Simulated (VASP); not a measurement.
Write the native input for VASP 6.6.1 that does the following.

```
Task                   : single point
Functional             : PBE
Potentials or basis    : VASP PAW PBE potentials, release 64 (Cd, Se)
Cutoff                 : 520 eV
k mesh                 : 8 × 8 × 8
Occupations            : fermi-dirac, width 0.02 eV
Spin                   : no spin polarisation
Dipole correction      : no
Further INCAR settings : ALGO = Normal; EDIFF = 1e-06; NBANDS = 16
```

The structure of CdSe lies in POSCAR:

```
CdSe
1.0
    0.0000000000      3.0993791087      3.0190549762
    3.0993791087      0.0000000000      3.0190549762
    3.0993791087      3.0993791087      0.0000000000
Cd Se
1 1
Direct
    0.0000000000      0.0000000000      0.0000000000
    0.2500000000      0.2500000000      0.2500000000
```

This cell differs from its parent crystal: epitaxial xy strain +1.0%.

These files were run (other wordings do the same):

INCAR

```
SYSTEM = CdSe
PREC = Accurate
ENCUT = 520
EDIFF = 1E-6
ISMEAR = -1
SIGMA = 0.02
LREAL = .False.
LASPH = .True.
NELM = 80
ALGO = Normal
ISIF = 2
LWAVE = .False.
LCHARG = .True.
GGA = PE
LELF = .True.
LVHAR = .True.
NBANDS = 16
```

KPOINTS

```
regular mesh
0
Gamma
  8 8 8
  0 0 0
```

Potentials or basis: VASP PAW PBE potentials, release 64 (Cd, Se).

Command:

```bash
$ cat potpaw_PBE.64/Cd/POTCAR potpaw_PBE.64/Se/POTCAR > POTCAR
$ mpirun -np 1 vasp_std > vasp.out
```

It gave:

```yaml
Pressure: 1.4 GPa
Band_gap_on_the_k_mesh: 0.49 eV, direct
```

Caveat: the cell differs from its parent crystal (epitaxial xy strain +1.0%).

Wall time 30 s on 1 thread of Intel(R) Xeon(R) Platinum 8375C CPU @ 2.90GHz (Ice Lake), on a shared host, peak memory 0.22 GiB.
